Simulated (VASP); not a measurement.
# BN (P6_3/mmc) in VASP: further runs, part 3 of 3

VASP 6.6.1. Earlier steps stand in the parts before.

## Step 5: Electric field gradients, LDA

The input, INCAR:

```
  PREC = Accurate
  ENCUT = 520
  EDIFF = 1E-8
  ISMEAR = -1
  SIGMA = 0.02
  LREAL = False
  LASPH = True
  NELM = 80
  ALGO = Normal
  ISIF = 2
  LWAVE = False
  LCHARG = False
  LEFG = True
  NBANDS = 16
```

The input, KPOINTS:

```
Automatic mesh
0
Gamma
  13 13 5
```

The input, POSCAR:

```
BN
1.0
    2.5400000000      0.0000000000      0.0000000000
   -1.2700000000      2.1997045256      0.0000000000
    0.0000000000      0.0000000000      6.5980000000
B N
2 2
Direct
    0.3333333333      0.6666666667      0.2500000000
    0.6666666667      0.3333333333      0.7500000000
    0.3333333333      0.6666666667      0.7500000000
    0.6666666667      0.3333333333      0.2500000000
```

Potentials or basis: VASP PAW LDA potentials, release 64 (B, N).

On the command line:

```bash
> cat potpaw_LDA.64/B/POTCAR potpaw_LDA.64/N/POTCAR > POTCAR
> mpirun -np 1 vasp_std > vasp.out
```

OUTCAR:

```text
PREC = Accurate
   ENCUT = 520
   EDIFF = 1E-8
   ISMEAR = -1
   LREAL = False
   LASPH = True
   NELM = 80
   ISIF = 2

 ion  position               nearest neighbor table
   1  0.333  0.667  0.250-   4 1.47   4 1.47   4 1.47
   2  0.667  0.333  0.750-   3 1.47   3 1.47   3 1.47
   3  0.333  0.667  0.750-   2 1.47   2 1.47   2 1.47
   4  0.667  0.333  0.250-   1 1.47   1 1.47   1 1.47

  LATTYP: Found a hexagonal cell.
 ALAT       =     2.5400000000
 C/A-ratio  =     2.5976377953

  Lattice vectors:

 A1 = (   2.5400000000,   0.0000000000,   0.0000000000)
 A2 = (  -1.2700000000,   2.1997045256,   0.0000000000)
 A3 = (   0.0000000000,   0.0000000000,   6.5980000000)

Analysis of symmetry for initial positions (statically):
=====================================================================
 Subroutine PRICEL returns:
 Original cell was already a primitive cell.

 Routine SETGRP: Setting up the symmetry group for a
 hexagonal supercell.

 Subroutine GETGRP returns: Found 24 space group operations
 (whereof 12 operations were pure point group operations)
 out of a pool of 24 trial point group operations.
[... 656 lines left out ...]
      1.27000      0.73323      4.94850         0.000000      0.000000      0.000000
     -0.00000      1.46647      4.94850         0.000000     -0.000000      0.000000
      1.27000      0.73323      1.64950        -0.000000      0.000000      0.000000
 -----------------------------------------------------------------------------------
    total drift:                               -0.000000      0.000000      0.000000

  FREE ENERGIE OF THE ION-ELECTRON SYSTEM (eV)
  ---------------------------------------------------
  free  energy   TOTEN  =       -38.4885820756 eV

  energy  without entropy=      -38.4885820756  energy(sigma->0) =      -38.48858208

 Electric field gradients (V/A^2)
---------------------------------------------------------------------
 ion       V_xx      V_yy      V_zz      V_xy      V_xz      V_yz
---------------------------------------------------------------------
   1     -17.047   -17.047    34.095    -0.000    -0.000     0.000
   2     -17.047   -17.047    34.095    -0.000     0.000    -0.000
   3      -0.884    -0.884     1.768     0.001    -0.000     0.000
   4      -0.884    -0.884     1.768     0.001     0.000    -0.000
---------------------------------------------------------------------

 Electric field gradients after diagonalization (V/A^2)
 (convention: |V_zz| > |V_xx| > |V_yy|)
----------------------------------------------------------------------
 ion       V_xx      V_yy      V_zz     asymmetry (V_yy - V_xx)/ V_zz
----------------------------------------------------------------------
   1     -17.047   -17.047    34.095       0.000
   2     -17.047   -17.047    34.095       0.000
   3      -0.885    -0.883     1.768       0.001
   4      -0.885    -0.883     1.768       0.001
----------------------------------------------------------------------

           NMR quadrupolar parameters

 Cq : quadrupolar parameter    Cq=e*Q*V_zz/h
 eta: asymmetry parameters     (V_yy - V_xx)/ V_zz
 Q  : nuclear electric quadrupole moment in mb (millibarn)
----------------------------------------------------------------------
 ion       Cq(MHz)       eta       Q (mb)
----------------------------------------------------------------------
   1       0.082       0.000       1.000
   2       0.082       0.000       1.000
   3       0.004       0.001       1.000
   4       0.004       0.001       1.000
----------------------------------------------------------------------
```

stdout:

```text
POSCAR found type information on POSCAR B N
 POSCAR found :  2 types and       4 ions
 scaLAPACK will be used
 LDA part: xc-table for (Slater(with rela. corr.)+CA(PZ))
 , standard interpolation
 POSCAR, INCAR and KPOINTS ok, starting setup
 FFT: planning ... GRIDC
 FFT: planning ... GRID_SOFT
 FFT: planning ... GRID
 WAVECAR not read
 entering main loop
ion   1

ion   2

ion   3

ion   4
```

It took 19 s on 1 thread of AMD EPYC 9R45 (Zen 5), shared host; peak memory 0.12 GiB.

Results:

- Free energy: -38.4886 eV
- Pressure: -13.7 GPa
- Band gap on the k mesh: 4.01 eV, indirect (least direct gap 4.37 eV)

Levels at points of the mesh, in eV from the valence-band top:
```tsv
k point	band 5	band 6	band 7	band 8	band 9	band 10	band 11	band 12
(0.00, 0.00, 0.00)	-1.44	-1.44	-1.39	-1.39	4.94	9.91	11.02	11.02
```

Electric field gradients, principal values (V/Å²):
| atom | least | middle | greatest (by size) |
| --- | --- | --- | --- |
| 1 B | -17.047 | -17.047 | 34.095 |
| 2 B | -17.047 | -17.047 | 34.095 |
| 3 N | -0.883 | -0.885 | 1.768 |
| 4 N | -0.883 | -0.885 | 1.768 |

Caveat: without QUAD_EFG the Cq values of the log hold for a quadrupole moment of 1 mb, not for the nuclei.

## Step 6: The runs side by side

```tsv
level	potentials or basis	smearing	gap on the mesh (eV)	pressure (GPa)
PBE	VASP PAW PBE potentials, release 64 (B, N)	fermi-dirac 0.02 eV	4.21	-6.4
LDA	VASP PAW LDA potentials, release 64 (B, N)	fermi-dirac 0.02 eV	4.01	-13.7
PBE	VASP PAW PBE potentials, release 64 (B, N)	methfessel-paxton 0.001 eV	4.21	-6.4
```

Alike in all rows: task electric field gradients; no spin polarisation; cell as given; k mesh 13 × 13 × 5; cutoff (eV) 520.

Caveats: this functional lacks dispersion, which binds the layers, so the pressure and a relaxed spacing across them are unreliable (some runs).

Absolute energies hang on the potentials; compare differences alone.
